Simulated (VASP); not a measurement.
Crystal: Si2N.

```xyz
6
Lattice="2.7048 0.0012 -0.0234 0.0012 2.7106 -0.0191 -0.0925 -0.0755 10.6233" Properties=species:S:1:pos:R:3 pbc="T T T"
Si    1.2676    0.0773    1.2199
Si    1.1020   -0.0630    6.4146
Si    0.0363    1.3950    3.9825
Si    0.0780    1.3439    9.4421
N     0.0814    2.4487    0.2048
N    -0.0882    2.7425    5.2138
```

```yaml
Program: VASP 6.6.1
Task: relaxation of cell and atoms
Functional: PBE
Potentials_or_basis: VASP PAW PBE potentials, release 64 (Si, N)
Cutoff: 600 eV
k_mesh: 8 × 8 × 2
Occupations: gaussian, width 0.2 eV
Spin: no spin polarisation
```

At the start: pressure 14.9 GPa; volume 12.98 Å³/atom.

Problem. How do energy, volume and symmetry change on relaxing?

Solution. Over 57 steps the energy falls by 253.1 meV/atom and the volume is 13.10 Å³/atom (+0.9 %); space group P1 (No. 1, to 0.1 Å) before, C2 (No. 5, to 0.1 Å).

The path:
| step | energy change (eV) | largest force (eV/Å) | pressure (GPa) | volume (Å³) |
| --- | --- | --- | --- | --- |
| 1 | 0.0000 | 6.4148 | 14.94 | 77.88 |
| 3 | -0.2755 | 2.2087 | -10.81 | 87.93 |
| 5 | -0.9517 | 1.7634 | -0.78 | 81.58 |
| 7 | -0.9530 | 1.7797 | -1.31 | 81.79 |
| 9 | -1.2481 | 1.8640 | 0.41 | 80.80 |
| 11 | -1.3990 | 0.7539 | 0.07 | 80.65 |
| 13 | -1.4467 | 0.2224 | -1.04 | 80.71 |
| 15 | -1.4535 | 0.1662 | 0.23 | 79.99 |
| 17 | -1.4575 | 0.1207 | -0.12 | 79.91 |
| 19 | -1.4630 | 0.1635 | -0.03 | 79.46 |
| 21 | -1.4709 | 0.1187 | 0.05 | 79.10 |
| 23 | -1.4723 | 0.3874 | 0.70 | 77.43 |
| 25 | -1.4825 | 0.2049 | 0.29 | 78.19 |
| 27 | -1.4897 | 0.2821 | -0.29 | 77.74 |
| 29 | -1.4988 | 0.2107 | 0.30 | 77.40 |
| 31 | -1.5005 | 0.2064 | 0.70 | 77.18 |
| 33 | -1.5094 | 0.2051 | -0.28 | 77.76 |
| 35 | -1.5126 | 0.0844 | 0.35 | 77.75 |
| 37 | -1.5139 | 0.0618 | -0.04 | 78.14 |
| 39 | -1.5148 | 0.0505 | -0.03 | 78.26 |
| 41 | -1.5154 | 0.0534 | 0.14 | 78.28 |
| 43 | -1.5160 | 0.0631 | -0.21 | 78.52 |
| 45 | -1.5165 | 0.0495 | -0.13 | 78.58 |
| 47 | -1.5167 | 0.0477 | -0.04 | 78.63 |
| 49 | -1.5173 | 0.0455 | 0.06 | 78.62 |
| 51 | -1.5174 | 0.0539 | 0.10 | 78.62 |
| 53 | -1.5178 | 0.0528 | -0.22 | 78.73 |
| 55 | -1.5182 | 0.0316 | -0.04 | 78.64 |
| 57 | -1.5183 | 0.0182 | 0.04 | 78.61 |

Final structure:
```xyz
6
Lattice="2.7324 -0.0164 0.1710 -0.0205 2.7307 0.1776 0.6685 0.6786 10.6224" Properties=species:S:1:pos:R:3 pbc="T T T"
Si    1.2659    2.6285    1.5158
Si    1.5918    2.9916    6.8281
Si    0.3960    1.8040    4.1471
Si    0.7396    2.1207    9.4567
N    -0.0087    2.7129    0.1780
N     0.3370    0.3450    5.3117
```
